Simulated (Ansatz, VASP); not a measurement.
**CuSnO: VASP beside Ansatz**

```
Cu Sn O
1.0
     3.45913    0.00000    0.00000
     0.00000    3.16532    0.00000
     0.00000    0.00000    5.50314
Cu Sn O
1 1 1
Direct
  0.00000 0.50000 0.50000
  0.00000 0.50000 0.00000
  0.50000 0.50000 0.50000
```

Alike in both runs: functional PBE; k mesh 6 × 6 × 4; occupations gaussian, width 0.1 eV; collinear spin.

Ansatz relaxed the structure, and its values are those at the end. VASP's run is a single point on that final structure, the one shown.

|  | VASP | Ansatz |
| --- | --- | --- |
| version | VASP 6.6.1 | Ansatz 0.2.0 |
| potentials or method | VASP PAW PBE potentials, release 64 (Cu_sv_GW, Sn_d, O), cutoff 820 eV | scalar-relativistic, plane waves, PAW |
| valence electrons in the cell | 39 | 39 |

|  | VASP | Ansatz | Ansatz less VASP |
| --- | --- | --- | --- |
| gap on the k mesh at the Fermi level (eV) | none | none | - |
| pressure (GPa) | -0.3 | 0.0 | +0.29 |
| net moment per atom (μB) | 0.00 | 0.00 | 0.000 |

A gap of «none» marks a metal or a gap that the smearing closes. Ansatz's warnings: seeded moment not kept.
